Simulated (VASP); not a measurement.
# AlCu3 (P6_3/mmc) in VASP: further runs

Runs on AlCu3. Level: PBEsol. Tasks: single point.

Program: VASP 6.6.1. These are calculated values, not measurements. Logs are shortened: lines on timing, memory, paths and dates and some standing lists are left out, and cuts for length are marked.

## (1) The cell of the first run

It takes space group P6_3/mmc (No. 194, hexagonal). Conventional cell: a = 5.109 Å, b = 5.109 Å, c = 4.149 Å, α = 90.00°, β = 90.00°, γ = 120.00°. Al (site symmetry -6m2) has 12 Cu at 2.55 Å within 3.4 Å. Cu (site symmetry mm2) has 8 Cu at 2.53 to 2.57 Å and 4 Al at 2.55 Å within 3.3 Å.

## (2) Single point, PBEsol (11.73 Å³/atom)

The input, INCAR:

```
ALGO = Fast
EDIFF = 1E-6
ENCUT = 520
GGA = PS
ISIF = 2
ISMEAR = -1
LASPH = True
LCHARG = False
LREAL = False
LWAVE = False
NBANDS = 46
NELM = 60
PREC = Accurate
SIGMA = 0.15
```

The input, KPOINTS:

```
k-points
0
Gamma
  12 12 8
```

The input, POSCAR:

```
AlCu3
1.0
    5.1092963378      0.0000000000      0.0000000000
   -2.5546481689      4.4247804240      0.0000000000
    0.0000000000      0.0000000000      4.1493633246
Al Cu
2 6
Direct
    0.6666666667      0.3333333333      0.2500000000
    0.3333333333      0.6666666667      0.7500000000
    0.3306973191      0.1653486595      0.7500000000
    0.8346513405      0.1653486595      0.7500000000
    0.8346513405      0.6693026809      0.7500000000
    0.6693026809      0.8346513405      0.2500000000
    0.1653486595      0.8346513405      0.2500000000
    0.1653486595      0.3306973191      0.2500000000
```

Potentials or basis: VASP PAW PBE potentials, release 64 (Al, Cu).

Command:

```sh
cat potpaw_PBE.64/Al/POTCAR potpaw_PBE.64/Cu/POTCAR > POTCAR
mpirun -np 1 vasp_std > vasp.out
```

OUTCAR:

```text
EDIFF = 1E-6
   ENCUT = 520
   GGA = PS
   ISIF = 2
   ISMEAR = -1
   LASPH = True
   LREAL = False
   NELM = 60
   PREC = Accurate

 ion  position               nearest neighbor table
   1  0.667  0.333  0.250-   4 2.55   4 2.55   3 2.55   3 2.55   5 2.55   5 2.55   8 2.55   6 2.55
                             7 2.55   7 2.55   8 2.55   6 2.55
   2  0.333  0.667  0.750-   7 2.55   7 2.55   6 2.55   6 2.55   8 2.55   8 2.55   5 2.55   3 2.55
                             4 2.55   4 2.55   5 2.55   3 2.55
   3  0.331  0.165  0.750-   4 2.53   5 2.53   7 2.54   7 2.54   8 2.54   8 2.54   1 2.55   1 2.55
                             2 2.55   2 2.55   4 2.57   5 2.57
   4  0.835  0.165  0.750-   3 2.53   5 2.53   8 2.54   8 2.54   6 2.54   6 2.54   1 2.55   1 2.55
                             2 2.55   2 2.55   3 2.57   5 2.57
   5  0.835  0.669  0.750-   3 2.53   4 2.53   7 2.54   7 2.54   6 2.54   6 2.54   1 2.55   1 2.55
                             2 2.55   2 2.55   4 2.57   3 2.57
   6  0.669  0.835  0.250-   7 2.53   8 2.53   4 2.54   4 2.54   5 2.54   5 2.54   2 2.55   2 2.55
                             1 2.55   1 2.55   7 2.57   8 2.57
   7  0.165  0.835  0.250-   6 2.53   8 2.53   5 2.54   5 2.54   3 2.54   3 2.54   2 2.55   2 2.55
                             1 2.55   1 2.55   6 2.57   8 2.57
   8  0.165  0.331  0.250-   6 2.53   7 2.53   4 2.54   4 2.54   3 2.54   3 2.54   2 2.55   2 2.55
                             1 2.55   1 2.55   7 2.57   6 2.57

  LATTYP: Found a hexagonal cell.
 ALAT       =     5.1092963378
 C/A-ratio  =     0.8121203098

  Lattice vectors:

 A1 = (   5.1092963378,   0.0000000000,   0.0000000000)
 A2 = (  -2.5546481689,   4.4247804240,   0.0000000000)
 A3 = (   0.0000000000,   0.0000000000,   4.1493633246)

Analysis of symmetry for initial positions (statically):
=====================================================================
 Subroutine PRICEL returns:
 Original cell was already a primitive cell.

 Routine SETGRP: Setting up the symmetry group for a
 hexagonal supercell.

 Subroutine GETGRP returns: Found 24 space group operations
 (whereof 12 operations were pure point group operations)
 out of a pool of 24 trial point group operations.

The static configuration has the point symmetry D_3d.
 The point group associated with its full space group is D_6h.

Analysis of symmetry for dynamics (positions and initial velocities):
=====================================================================
 Subroutine PRICEL returns:
 Original cell was already a primitive cell.

 Routine SETGRP: Setting up the symmetry group for a
 hexagonal supercell.

 Subroutine GETGRP returns: Found 24 space group operations
 (whereof 12 operations were pure point group operations)
 out of a pool of 24 trial point group operations.

The dynamic configuration has the point symmetry D_3d.
 The point group associated with its full space group is D_6h.

 Subroutine INISYM returns: Found 24 space group operations
 (whereof 12 operations are pure point group operations),
 and found     1 'primitive' translations

----------------------------------------------------------------------------------------

                                     Primitive cell

  volume of cell :      93.8068

  direct lattice vectors                    reciprocal lattice vectors
     5.109296338  0.000000000  0.000000000     0.195721668  0.112999958  0.000000000
    -2.554648169  4.424780424  0.000000000     0.000000000  0.225999915  0.000000000
     0.000000000  0.000000000  4.149363325     0.000000000  0.000000000  0.241000829

  length of vectors
     5.109296338  5.109296338  4.149363325     0.225999915  0.225999915  0.241000829

  position of ions in fractional coordinates (direct lattice)
     0.666666667  0.333333333  0.250000000
     0.333333333  0.666666667  0.750000000
     0.330697319  0.165348659  0.750000000
     0.834651341  0.165348659  0.750000000
     0.834651341  0.669302681  0.750000000
     0.669302681  0.834651341  0.250000000
     0.165348659  0.834651341  0.250000000
     0.165348659  0.330697319  0.250000000

  ion indices of the primitive-cell ions
   primitive index   ion index
                 1           1
                 2           2
                 3           3
                 4           4
                 5           5
                 6           6
                 7           7
                 8           8

----------------------------------------------------------------------------------------

 KPOINTS: k-points

Automatic generation of k-mesh.
 Grid dimensions read from file:
 generate k-points for:   12   12    8

 Generating k-lattice:

  Cartesian coordinates                     Fractional coordinates (reciprocal lattice)
     0.016310139  0.009416663  0.000000000     0.083333333  0.000000000  0.000000000
     0.000000000  0.018833326  0.000000000     0.000000000  0.083333333  0.000000000
     0.000000000  0.000000000  0.030125104     0.000000000  0.000000000  0.125000000

  Length of vectors
     0.018833326  0.018833326  0.030125104

  Shift w.r.t. Gamma in fractional coordinates (k-lattice)
     0.000000000  0.000000000  0.000000000

 Subroutine IBZKPT returns following result:
 ===========================================

 Found     95 irreducible k-points:

 Following reciprocal coordinates:
            Coordinates               Weight
  0.000000  0.000000  0.000000      1.000000
  0.083333 -0.000000  0.000000      6.000000
  0.166667  0.000000  0.000000      6.000000
  0.250000  0.000000  0.000000      6.000000
  0.333333  0.000000  0.000000      6.000000
  0.416667  0.000000  0.000000      6.000000
[... 16 lines left out ...]
  0.250000  0.000000  0.125000     12.000000
  0.333333  0.000000  0.125000     12.000000
 [... further k-points ...]
   k-points           NKPTS =     95   k-points in BZ     NKDIM =     95   number of bands    NBANDS=     46
   number of dos      NEDOS =    301   number of ions     NIONS =      8
   total plane-waves  NPLWV =  51200
   dimension x,y,z NGX =    40 NGY =   40 NGZ =   32
   dimension x,y,z NGXF=    80 NGYF=   80 NGZF=   64
   ions per type =               2   6
   NGX,Y,Z   is equivalent  to a cutoff of  13.02, 13.02, 12.82 a.u.
   NGXF,Y,Z  is equivalent  to a cutoff of  26.03, 26.03, 25.64 a.u.
 SYSTEM =  unknown system
   PREC   = accura    normal or accurate (medium, high low for compatibility)
   ISTART =      0    job   : 0-new  1-cont  2-samecut
   ICHARG =      2    charge: 1-file 2-atom 10-const
   ISPIN  =      1    spin polarized calculation?
   LNONCOLLINEAR =      F non collinear calculations
   LSORBIT =      F    spin-orbit coupling
   LASPH  =      T    aspherical Exc in radial PAW
   ENCUT  =  520.0 eV  38.22 Ry    6.18 a.u.   9.50  9.50  7.72*2*pi/ulx,y,z
   NELM   =     60;   NELMIN=  2; NELMDL= -5     # of ELM steps
   EDIFF  = 0.1E-05   stopping-criterion for ELM
   LREAL  =      F    real-space projection
   EDIFFG = 0.1E-04   stopping-criterion for IOM
   NSW    =      0    number of steps for IOM
   IBRION =     -1    ionic relax: 0-MD 1-quasi-New 2-CG
   NFREE  =      0    steps in history (QN), initial steepest desc. (CG)
   ISIF   =      2    stress and relaxation
   ISYM   =      2    0-nonsym 1-usesym 2-fastsym
   POTIM  = 0.5000    time-step for ionic-motion
   TEBEG  =    0.0;   TEEND  =   0.0 temperature during run
   PSTRESS=    0.0 pullay stress
   NELECT =      72.0000    total number of electrons
   NUPDOWN=      -1.0000    fix difference up-down
   EMIN   =  10.00;   EMAX   =-10.00  energy-range for DOS
   EFERMI =   0.00;   METHOD = LEGACY
   ISMEAR =    -1;   SIGMA  =   0.15  broadening in eV -4-tet -1-fermi 0-gaus
   EFERMI_NEDOS =   21; number of points for ismear=-14 and -15
   IALGO  =     68    algorithm
   IMIX   =      4    mixing-type and parameters
     AMIX     =   0.40;   BMIX     =  1.00
     AMIX_MAG =   1.60;   BMIX_MAG =  1.00
  volume/ion in A,a.u.               =      11.73        79.13
  Fermi-wavevector in a.u.,A,eV,Ry     =   1.498905  2.832521 30.568448  2.246718
  Thomas-Fermi vector in A             =   2.610604
   LORBIT       =      0    0 simple, 1 ext, 2 COOP (PROOUT), +10 PAW based schemes
   GGA     = PS    functional components
   LHFCALC =     F    Hartree Fock is set to
   AEXX    =    0.0000 exact exchange contribution
   IVDW    =     0    specifies the selected vdW correction
   LEPSILON=     F    determine dielectric tensor
   LRPA    =     F    only Hartree local field effects (RPA)
 non-spin polarized calculation
 RMM-DIIS sequential band-by-band and
  energy-cutoff  :      520.00
  volume of cell :       93.81
 maximum number of plane-waves:      2560
 NGX is ok and might be reduce to    40
   NGX = 19   NGY = 19   NGZ = 15

 number of electron      71.9999980 magnetization

 Free energy of the ion-electron system (eV)
  ---------------------------------------------------
  ext. energy  EPLUGINS =         0.00000000
  ---------------------------------------------------
  free energy    TOTEN  =       -35.68596341 eV

  energy without entropy =      -35.50633805  energy(sigma->0) =      -35.59615073

 E-fermi :   8.9054     XC(G=0): -12.6155

 val. band max:        8.8976387555   @ k =   0.4167   0.1667   0.1250
 cond. band min:       8.9072942161   @ k =   0.4167   0.1667   0.2500
 fundamental gap:      0.0096554606
 Fermi energy:         8.9054472103

 k-point     1 :       0.0000    0.0000    0.0000
  band No.  band energies     occupation
      1      -1.9810      2.00000
      2       2.4774      2.00000
      3       3.6096      2.00000
      4       3.6096      2.00000
      5       3.7013      2.00000
      6       3.7633      2.00000
[... 38 lines left out ...]
     45      15.9365      0.00000
     46      16.1525      0.00000

 k-point     2 :       0.0833   -0.0000    0.0000
  band No.  band energies     occupation
      1      -1.9265      2.00000
      2       2.4548      2.00000
      3       3.4208      2.00000
      4       3.5182      2.00000
      5       3.7025      2.00000
      6       3.7773      2.00000
[... 1070 lines left out ...]
 k-point    24 :       0.3333    0.0000    0.1250
  band No.  band energies     occupation
      1      -0.9915      2.00000
      2       1.3305      2.00000
      3       2.9242      2.00000
      4       3.0627      2.00000
      5       3.7386      2.00000
      6       4.0242      2.00000
[... 38 lines left out ...]
     45      15.5393      0.00000
     46      15.8614      0.00000

 [... further k-points ...]

------------------------ aborting loop because EDIFF is reached ----------------------------------------

  FORCE on cell =-STRESS in cart. coord.  units (eV):
  Direction    XX          YY          ZZ          XY          YZ          ZX
  --------------------------------------------------------------------------------------
  -------------------------------------------------------------------------------------
  Total        2.3886323      2.3886323      2.3882880      0.0000000      0.0000000     -0.0000000
  in kB       40.7967526     40.7967526     40.7908735      0.0000000      0.0000000     -0.0000000
  external PRESSURE =      40.7947929 kB  Pullay stress =       0.0000000 kB

 VOLUME and BASIS-vectors are now :
 -----------------------------------------------------------------------------
  energy-cutoff  :      520.00
  volume of cell :       93.81
      direct lattice vectors                 reciprocal lattice vectors
     5.109296338  0.000000000  0.000000000     0.195721668  0.112999958  0.000000000
    -2.554648169  4.424780424  0.000000000     0.000000000  0.225999915  0.000000000
     0.000000000  0.000000000  4.149363325     0.000000000  0.000000000  0.241000829

 POSITION                                       TOTAL-FORCE (eV/Angst)
 -----------------------------------------------------------------------------------
      2.55465      1.47493      1.03734        -0.000000     -0.000000      0.000000
     -0.00000      2.94985      3.11202        -0.000000     -0.000000      0.000000
      1.26722      0.73163      3.11202         0.000772      0.000446     -0.000000
      3.84207      0.73163      3.11202        -0.000772      0.000446      0.000000
      2.55465      2.96152      3.11202         0.000000     -0.000891      0.000000
      1.28743      3.69315      1.03734        -0.000772     -0.000446      0.000000
     -1.28743      3.69315      1.03734         0.000772     -0.000446      0.000000
     -0.00000      1.46326      1.03734         0.000000      0.000891     -0.000000
 -----------------------------------------------------------------------------------
    total drift:                               -0.000000      0.000000      0.000000

  FREE ENERGIE OF THE ION-ELECTRON SYSTEM (eV)
  ---------------------------------------------------
  free  energy   TOTEN  =       -35.6859634079 eV

  energy  without entropy=      -35.5063380510  energy(sigma->0) =      -35.59615073
```

It took 22 min on 1 thread of Intel Xeon 8259CL, shared host; peak memory 0.43 GiB.

What came out:

```yaml
Free_energy: -35.6860 eV
Pressure: 4.1 GPa
Band_gap_on_the_k_mesh: zero (bands 36 and 37 overlap by 2.66 eV)
```

Levels at points of the mesh, in eV from the Fermi level:
```csv
k point,band 33,band 34,band 35,band 36,band 37,band 38,band 39,band 40
"(0.00, 0.00, 0.00)",-1.85,-1.35,-1.35,-0.78,-0.04,-0.04,1.69,4.87
"(0.50, 0.00, 0.00)",-2.31,-1.31,0.57,1.05,1.93,2.64,3.36,3.71
"(0.00, 0.00, 0.50)",-1.33,-1.33,-1.33,-1.33,-0.89,-0.89,2.63,2.63
"(0.50, 0.00, 0.50)",-2.36,-2.36,-0.93,-0.93,-0.66,-0.66,5.37,5.37
```

Caveat: the cell stands under pressure; the PAW data sets were made with another functional, which shifts forces and pressure a little.

(Continued in part 2 of 2.)
